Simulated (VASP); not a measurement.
# Hg in VASP: settings compared, part 2 of 2

VASP 6.6.1.

### 4 Single point, PBEsol+D3(BJ)

INCAR

```
SYSTEM = Hg
ALGO = Normal
EDIFF = 1E-6
ENCUT = 500
GGA = PS
GGA_COMPAT = .FALSE.
ISIF = 2
ISMEAR = -1
IVDW = 12
LASPH = .TRUE.
LCHARG = .TRUE.
LELF = .TRUE.
LREAL = .FALSE.
LVHAR = .TRUE.
LWAVE = .FALSE.
NBANDS = 12
NELM = 120
PREC = Accurate
SIGMA = 0.1
```

KPOINTS

```
k-points
0
G
  10 10 10
  0 0 0
```

POSCAR

```
Hg
1.0
   -1.8767364350      1.8767364350      1.9168448550
    1.8767364350     -1.8767364350      1.9168448550
    1.8767364350      1.8767364350     -1.9168448550
Hg
1
Direct
    0.5000000000      0.5000000000      0.0000000000
```

Potentials or basis: VASP PAW PBE potentials, release 64 (Hg).

Command:

```console
$ cat potpaw_PBE.64/Hg/POTCAR > POTCAR
$ mpirun -np 1 vasp_std > vasp.out
```

OUTCAR:

```text
SYSTEM = Hg
   EDIFF = 1E-6
   ENCUT = 500
   GGA = PS
   ISIF = 2
   ISMEAR = -1
   IVDW = 12
   LASPH = .TRUE.
   LREAL = .FALSE.
   NELM = 120
   PREC = Accurate
 IVDW          = 12

 ion  position               nearest neighbor table
   1  0.500  0.500  0.000-

  LATTYP: Found a body centered tetragonal cell.
 ALAT       =     3.7534728700
 C/A-ratio  =     1.0213713653

  Lattice vectors:

 A1 = (  -1.8767364350,   1.8767364350,   1.9168448550)
 A2 = (   1.8767364350,  -1.8767364350,   1.9168448550)
 A3 = (   1.8767364350,   1.8767364350,  -1.9168448550)

Analysis of symmetry for initial positions (statically):
=====================================================================
 Subroutine PRICEL returns:
 Original cell was already a primitive cell.

 Routine SETGRP: Setting up the symmetry group for a
 body centered tetragonal supercell.

 Subroutine GETGRP returns: Found 16 space group operations
 (whereof 16 operations were pure point group operations)
 out of a pool of 16 trial point group operations.

The static configuration has the point symmetry D_4h.

Analysis of symmetry for dynamics (positions and initial velocities):
[... 169 lines left out ...]
      5      -4.4266      2.00000
      6      -4.3780      2.00000
      7      15.9324      0.00000
      8      16.0245      0.00000
      9      16.0245      0.00000
     10      16.0480      0.00000
     11      16.4696      0.00000
     12      16.4696      0.00000
[... 331 lines left out ...]
 k-point    24 :       0.4000    0.3000   -0.0000
  band No.  band energies     occupation
      1      -5.4728      2.00000
      2      -5.0270      2.00000
      3      -4.7765      2.00000
      4      -4.4047      2.00000
      5      -4.2669      2.00000
      6       0.2762      1.99999
      7       3.0849      0.00000
      8       4.6238      0.00000
      9      10.7213      0.00000
     10      17.2986      0.00000
     11      18.1928      0.00000
     12      20.0134      0.00000

 [... further k-points ...]

------------------------ aborting loop because EDIFF is reached ----------------------------------------

 Edisp (eV)   -0.36633

 E8    (eV) :    -0.2479

  FORCE on cell =-STRESS in cart. coord.  units (eV):
  Direction    XX          YY          ZZ          XY          YZ          ZX
  --------------------------------------------------------------------------------------
  -------------------------------------------------------------------------------------
  Total      -0.79178    -0.79178    -0.75698     0.00000    -0.00000     0.00000
  in kB     -46.97453   -46.97453   -44.90963     0.00000    -0.00000     0.00000
  external pressure =      -46.29 kB  Pullay stress =        0.00 kB

 VOLUME and BASIS-vectors are now :
 -----------------------------------------------------------------------------
  energy-cutoff  :      500.00
  volume of cell :       27.01
      direct lattice vectors                 reciprocal lattice vectors
    -1.876736435  1.876736435  1.916844855     0.000000000  0.266419936  0.260845315
     1.876736435 -1.876736435  1.916844855     0.266419936  0.000000000  0.260845315
     1.876736435  1.876736435 -1.916844855     0.266419936  0.266419936  0.000000000

 POSITION                                       TOTAL-FORCE (eV/Angst)
 -----------------------------------------------------------------------------------
      0.00000      0.00000      1.91684        -0.000000     -0.000000      0.000000
 -----------------------------------------------------------------------------------
    total drift:                               -0.000000      0.000000      0.000000

  FREE ENERGIE OF THE ION-ELECTRON SYSTEM (eV)
  ---------------------------------------------------
  free  energy   TOTEN  =        -0.8972094819 eV

  energy  without entropy=       -0.8894689672  energy(sigma->0) =       -0.89333922
```

stdout:

```text
POSCAR found type information on POSCAR Hg
 POSCAR found :  1 types and       1 ions
 scaLAPACK will be used
 -----------------------------------------------------------------------------
|                                                                             |
|                                                                             |
|     You enforced a specific xc type in the INCAR file but a different       |
|     I HOPE YOU KNOW WHAT YOU ARE DOING!                                     |
|                                                                             |
 -----------------------------------------------------------------------------

 LDA part: xc-table for (Slater+PW92), standard interpolation
 POSCAR, INCAR and KPOINTS ok, starting setup
 FFT: planning ... GRIDC
 FFT: planning ... GRID_SOFT
 FFT: planning ... GRID
 WAVECAR not read
 entering main loop
```

Wall time 12 s (1 thread of Intel Xeon Platinum 8259CL at 2.50GHz (Skylake/Cascade Lake), shared host); peak memory 0.17 GiB.

What came out:

| Quantity | Value |
| --- | --- |
| Free energy | -0.8972 eV |
| Pressure | -4.6 GPa |
| Band gap on the k mesh | zero (bands 6 and 7 overlap by 3.19 eV) |
| Dispersion energy per atom | -0.366 eV |

Levels at points of the mesh, in eV from the Fermi level:
```tsv
k point	band 2	band 3	band 4	band 5	band 6	band 7	band 8	band 9	band 10	band 11
(0.00, 0.00, 0.00)	-6.60	-6.60	-6.56	-5.92	-5.87	14.44	14.53	14.53	14.56	14.98
(0.50, 0.00, 0.00)	-6.92	-5.97	-5.86	-5.40	-1.51	-0.86	8.90	9.85	13.58	14.52
(0.50, 0.50, 0.00)	-6.97	-5.91	-5.85	-5.39	-1.39	-0.78	8.58	9.49	13.17	14.22
(0.50, 0.50, 0.50)	-7.11	-5.53	-5.51	-5.51	2.33	3.53	3.97	3.97	9.32	9.59
```

Caveat: the cell stands under tension; the PAW data sets were made with another functional, which shifts forces and pressure a little; spin-orbit coupling is left out, which moves the levels of the heavy elements.

### 5 Single point, r2SCAN+rVV10, non-collinear spin, zero start, spin-orbit coupling (21.60 Å³/atom)

This run uses another cell than the first one, of 21.60 Å³/atom.

POSCAR

```
Hg
1.0
   -1.7422077750      1.7422077750      1.7794411350
    1.7422077750     -1.7422077750      1.7794411350
    1.7422077750      1.7422077750     -1.7794411350
Hg
1
Direct
    0.5000000000      0.5000000000      0.0000000000
```

INCAR.step1

```
ALGO = Normal ; EDIFF = 1E-5
ENCUT = 550 ; GGA = PE
GGA_COMPAT = False ; ISMEAR = 0
LASPH = True ; LCHARG = False
LREAL = False ; LSORBIT = True
LWAVE = True ; MAGMOM = 0 0 0
NBANDS = 23 ; NELM = 200
PREC = Accurate ; SIGMA = 0.01
```

INCAR.step2

```
ALGO = Normal ; BPARAM = 11.95
CPARAM = 0.0093 ; EDIFF = 1E-6
ENCUT = 550 ; GGA_COMPAT = False
ISIF = 2 ; ISMEAR = 0
ISTART = 1 ; IVDW_NL = 2
LASPH = True ; LCHARG = True
LMIXTAU = True ; LORBIT = 11
LORBMOM = True ; LREAL = False
LSORBIT = True ; LUSE_VDW = True
LVHAR = True ; LWAVE = False
MAGMOM = 0 0 0 ; METAGGA = R2SCAN
NBANDS = 23 ; NELM = 200
PREC = Accurate ; SIGMA = 0.01
```

KPOINTS

```
k-points
0
Gamma
  10 10 10
```

Command:

```console
$ cat potpaw_PBE.64/Hg/POTCAR > POTCAR
$ cp INCAR.step1 INCAR
$ mpirun -np 1 vasp_ncl > vasp.out
$ cp INCAR.step2 INCAR
$ mpirun -np 1 vasp_ncl > vasp.out
```

Wall time 6.1 min (1 thread of Intel Xeon Platinum 8259CL at 2.50GHz (Skylake/Cascade Lake), shared host); peak memory 0.35 GiB.

Results (log left out):

* Free energy: -49.2272 eV
* Pressure: 7.1 GPa
* Net moment: 0.00 μB per cell
* Valence electrons inside the program's atomic spheres: Hg 10.53

Stress tensor (GPa, compression positive):
```
6.82 0.00 0.00
0.00 6.82 0.00
0.00 0.00 7.77
```

Moments on the atoms (μB; x, y, z):
```
Hg  0.00 0.00 0.00
```

Caveat: the cell stands under pressure; the PAW data sets were made with another functional, which shifts forces and pressure a little.

### 6 The runs side by side

| level | spin | cell | k mesh | cutoff (eV) | smearing | gap on the mesh (eV) | pressure (GPa) |
| --- | --- | --- | --- | --- | --- | --- | --- |
| PBE | off | a = 3.286, b = 3.288, c = 3.307 Å, angles 110.3, 111.1, 108.4°, 1 atom | 14 × 14 × 14 | 520 | fermi-dirac 0.1 eV | none | 1.3 |
| PBEsol+D3(BJ) | off | a = 3.274 Å, angles 110.0, 110.0, 108.3°, 1 atom | 10 × 10 × 10 | 500 | fermi-dirac 0.1 eV | none | -4.6 |
| r2SCAN+rVV10 | non-collinear, zero start, SOC | a = 3.039 Å, angles 110.0, 110.0, 108.3°, 1 atom | 10 × 10 × 10 | 550 | gaussian 0.01 eV | - | 7.1 |

Alike in all rows: task single point; potentials or basis VASP PAW PBE potentials, release 64 (Hg).

Caveats: spin-orbit coupling is left out, which moves the levels of the heavy elements (at least some runs); the PAW data sets were made with another functional, which shifts forces and pressure a little (at least some runs); the cell stands under tension (at least some runs); the cell stands under pressure (at least some runs).

Absolute energies hang on the potentials; compare differences alone.
